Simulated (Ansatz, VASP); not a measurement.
## GePt in VASP and in Ansatz

Contents of INCAR:

```
PREC = Accurate
ENCUT = 520
EDIFF = 1E-6
ISMEAR = 0
SIGMA = 0.1
LREAL = False
LASPH = True
NELM = 80
ALGO = Normal
ISIF = 2
LWAVE = False
LCHARG = False
GGA = PE
NBANDS = 58
```

File KPOINTS:

```
Automatic mesh
0
Gamma
  9 6 6
```

File POSCAR:

```
GePt
1.0
    3.7445187450      0.0000000000      0.0000000000
    0.0000000000      5.8271351655      0.0000000000
    0.0000000000      0.0000000000      6.1905450766
Ge Pt
4 4
Direct
    0.2500000000      0.8132301604      0.5874912875
    0.7500000000      0.1867698396      0.4125087125
    0.7500000000      0.6867698396      0.0874912875
    0.2500000000      0.3132301604      0.9125087125
    0.2500000000      1.0017840208      0.1930138333
    0.7500000000     -0.0017840208      0.8069861667
    0.7500000000      0.4982159792      0.6930138333
    0.2500000000      0.5017840208      0.3069861667
```

Input for Ansatz:

```yaml
crystal:
  lattice:
    - [3.744518745, 0.0, 0.0]
    - [0.0, 5.8271351655, 0.0]
    - [0.0, 0.0, 6.1905450766]
  atoms:
    - { symbol: Ge, position: [0.25, 0.8132301604, 0.5874912875] }
    - { symbol: Ge, position: [0.75, 0.1867698396, 0.4125087125] }
    - { symbol: Ge, position: [0.75, 0.6867698396, 0.0874912875] }
    - { symbol: Ge, position: [0.25, 0.3132301604, 0.9125087125] }
    - { symbol: Pt, position: [0.25, 1.0017840208, 0.1930138333] }
    - { symbol: Pt, position: [0.75, -0.0017840208, 0.8069861667] }
    - { symbol: Pt, position: [0.75, 0.4982159792, 0.6930138333] }
    - { symbol: Pt, position: [0.25, 0.5017840208, 0.3069861667] }
basis:
  ecutwfc: 420
kpoints:
  mp_grid: { grid: [9, 6, 6] }
hamiltonian:
  xc: pbe
scf:
  occupations: { method: gaussian, width: 0.1 }
output:
  forces: true
  stress: true
  eigenvalues: true
```

Alike in both runs: task single point; functional PBE; k mesh 9 × 6 × 6; occupations gaussian, width 0.1 eV; no spin polarisation.

```csv
,VASP,Ansatz
version,VASP 6.6.1,Ansatz 0.2.0
potentials or method,"VASP PAW PBE potentials, release 64 (Ge_d, Pt), cutoff 520 eV","scalar-relativistic, plane waves, PAW"
valence electrons in the cell,96,128
```

VASP gave:

```
gap on the k mesh at the Fermi level (eV)                     : none
pressure (GPa)                                                : -0.1
traceless stress, the component that is largest in VASP (GPa) : 0.07
rms of the force components (eV/Å)                            : 0.007
```

**Question.** What did Ansatz give for the same quantities?

**Answer.** gap on the k mesh at the Fermi level (eV): none; pressure (GPa): -0.1; traceless stress, the component that is largest in VASP (GPa): 0.07; rms of the force components (eV/Å): 0.008.

Atom by atom the forces differ by 0.002 eV/Å (rms over components). A gap of «none» marks a metal or a gap that the smearing closes. VASP's potentials hold 96 valence electrons a cell and Ansatz's 128, so a difference there can come from the potentials and not from the codes.

Spin-orbit coupling is off throughout.
